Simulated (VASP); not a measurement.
**InSb: single point with PBE**

The system is InSb.

```
In Sb
1.0
     0.00000    2.95910    3.14404
     2.95910    0.00000    3.14404
     2.95910    2.95910    0.00000
In Sb
1 1
Direct
  0.00000 0.00000 0.00000
  0.50000 0.50000 0.50000
```

| Property | Result |
| --- | --- |
| Program | VASP 6.6.1 |
| Task | single point |
| Functional | PBE |
| Potentials or basis | VASP PAW PBE potentials, release 64 (In_d, Sb) |
| Cutoff | 520 eV |
| k mesh | 14 × 14 × 14 |
| Occupations | gaussian, width 0.15 eV |
| Spin | no spin polarisation |

```json
{"Pressure": "3.3 GPa", "Band gap on the k mesh": "zero (bands 9 and 10 overlap by 2.76 eV)"}
```

Stress tensor (GPa, compression positive):
```
 5.20  0.00  0.00
 0.00  5.20  0.00
 0.00  0.00 -0.36
```

Levels at points of the mesh, in eV from the Fermi level:
| k point | band 6 | band 7 | band 8 | band 9 | band 10 | band 11 | band 12 | band 13 |
| --- | --- | --- | --- | --- | --- | --- | --- | --- |
| (0.00, 0.00, 0.00) | -11.27 | -0.27 | -0.27 | -0.10 | 0.34 | 5.11 | 5.96 | 6.34 |
| (0.50, 0.00, 0.00) | -9.34 | -6.65 | 0.14 | 0.53 | 1.90 | 2.63 | 2.68 | 3.53 |
| (0.50, 0.50, 0.00) | -8.93 | -4.67 | -2.87 | -2.09 | -2.09 | 3.33 | 8.76 | 8.76 |
| (0.50, 0.00, 0.50) | -8.36 | -4.70 | -3.49 | -2.68 | -2.00 | 3.09 | 7.55 | 9.47 |

It took 2.3 min on 1 thread of Intel(R) Xeon(R) Platinum 8259CL CPU @ 2.50GHz (Skylake/Cascade Lake), with other jobs on the host, peak memory 0.35 GiB.

Caveat: the cell stands under pressure; spin-orbit coupling is left out, which moves the levels of the heavy elements.
